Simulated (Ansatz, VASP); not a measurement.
One calculation of FeI3, two programs

```xyz
8
Lattice="5.4491 0.0000 5.4491 0.0000 5.4491 5.4491 0.0000 0.0000 10.8981" Properties=species:S:1:pos:R:3 pbc="T T T"
Fe    0.0000    0.0000    0.0000
Fe    0.0000    0.0000    5.4491
I     2.7245    0.0000   10.8981
I     0.0000    0.0000    2.7245
I     0.0000    2.7245   10.8981
I     2.7245    0.0000    5.4491
I     0.0000    0.0000    8.1736
I     0.0000    2.7245    5.4491
```

Alike in both runs: functional PBE; k mesh 6 × 6 × 3; occupations gaussian, width 0.05 eV; collinear spin.

Ansatz relaxed the structure, and its values are those at the end. VASP's run is a single point on that final structure, the one shown.

|  | VASP | Ansatz |
| --- | --- | --- |
| version | VASP 6.6.1 | Ansatz 0.2.0 |
| potentials or method | VASP PAW PBE potentials, release 64 (Fe, I), cutoff 520 eV | scalar-relativistic, plane waves, PAW |
| valence electrons in the cell | 58 | 134 |

Ansatz gave:

```
gap on the k mesh at the Fermi level (eV)                     : none
pressure (GPa)                                                : 1.2
net moment per atom (μB)                                      : 0.00
size of the moment on the site where the two differ most (μB) : 3.33
```

Estimate VASP's values.

gap on the k mesh at the Fermi level (eV): none; pressure (GPa): 1.1; net moment per atom (μB): 0.00; size of the moment on the site where the two differ most (μB): 3.28.

Site moments also hang on the region over which each program counts them. A gap of «none» marks a metal or a gap that the smearing closes. With one functional, cell and mesh, what is left measures potentials, basis and numerics. VASP's potentials hold 58 valence electrons a cell and Ansatz's 134, so a difference there can come from the potentials and not from the codes. Ansatz's warnings: stress scf threshold loose.

Spin-orbit coupling is off throughout.
